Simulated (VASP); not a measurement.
Set up this calculation in VASP 6.6.1, as the native input.

```yaml
Task: single point
Functional: PBE
Potentials_or_basis: VASP PAW PBE potentials, release 64 (Ga_d, Sn_d, Se)
Cutoff: 520 eV
k_mesh: 4 × 4 × 2
Occupations: gaussian, width 0.1 eV
Spin: no spin polarisation
Dipole_correction: no
Further_INCAR_settings: ALGO = Normal; EDIFF = 1e-06; NBANDS = 38
```

The structure of Ga2SnSe3 lies in POSCAR:

```
Ga2SnSe3
1.0
    3.9458367521      0.0000000000      0.0000000000
    0.0000000000      3.9458367521      0.0000000000
    0.0000000000      0.0000000000      9.7481990881
Ga Sn Se
2 1 3
Direct
    0.0000000000      0.5000000000      0.6150716108
    0.5000000000      0.0000000000      0.3849283892
    0.0000000000      0.0000000000      0.0000000000
    0.0000000000      0.5000000000      0.3460096968
    0.5000000000      0.0000000000      0.6539903032
    0.5000000000      0.5000000000      0.0000000000
```

These files were run (other wordings do the same):

INCAR

```
PREC = Accurate ; ENCUT = 520
EDIFF = 1E-6 ; ISMEAR = 0
SIGMA = 0.1 ; LREAL = False
LASPH = True ; NELM = 100
ALGO = Normal ; ISIF = 2
LWAVE = False ; LCHARG = False
GGA = PE ; NBANDS = 38
```

KPOINTS

```
Automatic mesh
0
Gamma
  4 4 2
```

Potentials or basis: VASP PAW PBE potentials, release 64 (Ga_d, Sn_d, Se).

Launch:

```console
$ cat potpaw_PBE.64/Ga_d/POTCAR potpaw_PBE.64/Sn_d/POTCAR potpaw_PBE.64/Se/POTCAR > POTCAR
$ mpirun -np 1 vasp_std > vasp.out
```

It gave:

```yaml
Pressure: 0.1 GPa
Largest_force: 0.014 eV/Å
Band_gap_on_the_k_mesh: zero (band 29 reaches 5.23 eV, above the bottom of band 30 at 2.63 eV)
```

Caveat: the k points lie up to 0.40 Å⁻¹ apart; spin-orbit coupling is left out, which moves the levels of the heavy elements.

It took 36 s on 1 thread of Intel(R) Xeon(R) 6975P-C (Granite Rapids), with other jobs on the host, peak memory 0.28 GiB.
